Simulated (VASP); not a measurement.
HfSi3:

```
CELL_PARAMETERS angstrom
3.92458 0.00000 0.00000
0.00000 3.92458 0.00000
0.00000 0.00000 4.15332
ATOMIC_POSITIONS crystal
Hf 0.50000 0.50000 0.50000
Si 0.00000 0.50000 0.50000
Si 0.50000 0.00000 0.50000
Si 0.50000 0.50000 0.00000
```

```yaml
Program: VASP 6.6.1
Task: relaxation of cell and atoms
Functional: PBE
Potentials_or_basis: VASP PAW PBE potentials, release 64 (Hf_pv, Si)
Cutoff: 600 eV
k_mesh: 4 × 4 × 4
Occupations: gaussian, width 0.1 eV
Spin: no spin polarisation
```

At the start: pressure 98.6 GPa; volume 15.99 Å³/atom.

Question: Where does the relaxation end?

Answer: Over 7 steps the energy falls by 3191.5 meV/atom and the volume is 33.31 Å³/atom (+108.3 %); space group Pm-3m (No. 221, to 0.05 Å).

The path:
```
step  energy change (eV)  largest force (eV/Å)  pressure (GPa)  volume (Å³)
   1              0.0000                0.0000           98.57        63.97
   2            -10.2098                0.0000           -7.89       204.33
   3            -12.7477                0.0000            0.96       130.72
   4            -12.7519                0.0000           -0.25       134.41
   5            -12.7534                0.0000            0.31       132.65
   6            -12.7643                0.0000            0.03       133.46
   7            -12.7661                0.0000            0.09       133.24
```

Final structure:
```
Hf Si
1.0
     5.10710    0.00000    0.00000
     0.00000    5.10710    0.00000
     0.00000    0.00000    5.10853
Hf Si
1 3
Direct
  0.50000 0.50000 0.50000
  0.00000 0.50000 0.50000
  0.50000 0.00000 0.50000
  0.50000 0.50000 0.00000
```

Caveat: the k points lie up to 0.31 Å⁻¹ apart in the final cell; the volume moved by over 15 % at a fixed basis, so the end points are rough.
